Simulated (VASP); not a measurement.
Here is a VASP 6.6.1 calculation.

The input INCAR:

```
SYSTEM = Mg2Ge2N
PREC = Accurate ; ENCUT = 750
EDIFF = 1E-6 ; ISMEAR = 0
SIGMA = 0.1 ; LREAL = .False.
LASPH = .True. ; NELM = 120
ALGO = Normal ; ISIF = 2
LWAVE = .False. ; LCHARG = .True.
GGA = PE ; LELF = .True.
LVHAR = .True. ; NBANDS = 34
GGA_COMPAT = .False.
```

Contents of KPOINTS:

```
Automatic mesh
0
Gamma
  6 6 2
  0 0 0
```

Contents of POSCAR:

```
Mg2Ge2N
1.0
    3.1563538500      0.0000000000      0.0000000000
   -1.5781769200      2.7334826200      0.0000000000
    0.0000000000      0.0000000000      8.4735918400
Mg Ge N
2 2 1
Direct
    0.6666666700      0.3333333300      0.8658250600
    0.3333333300      0.6666666700      0.1341749400
    0.3333333300      0.6666666700      0.6841193400
    0.6666666700      0.3333333300      0.3158806600
    0.0000000000      0.0000000000      0.0000000000
```

Potentials or basis: VASP PAW PBE potentials, release 64 (Mg_sv, Ge_d, N).

The run is started by

```bash
$ cat potpaw_PBE.64/Mg_sv/POTCAR potpaw_PBE.64/Ge_d/POTCAR potpaw_PBE.64/N/POTCAR > POTCAR
$ mpirun -np 1 vasp_std > vasp.out
```

(1) Estimate the largest force.

(2) What does it give for the pressure?

(3) Estimate the band gap on the k mesh.

Results:

(1) 5.131 eV/Å.

(2) 20.6 GPa.

(3) zero (an odd number of electrons rules out a gap without spin polarisation).

Caveat: the k points lie up to 0.38 Å⁻¹ apart, too coarse for converged energies and pressures of a metal; forces of over 1 eV/Å act on the atoms, so gaps and moduli don't describe the material at rest.
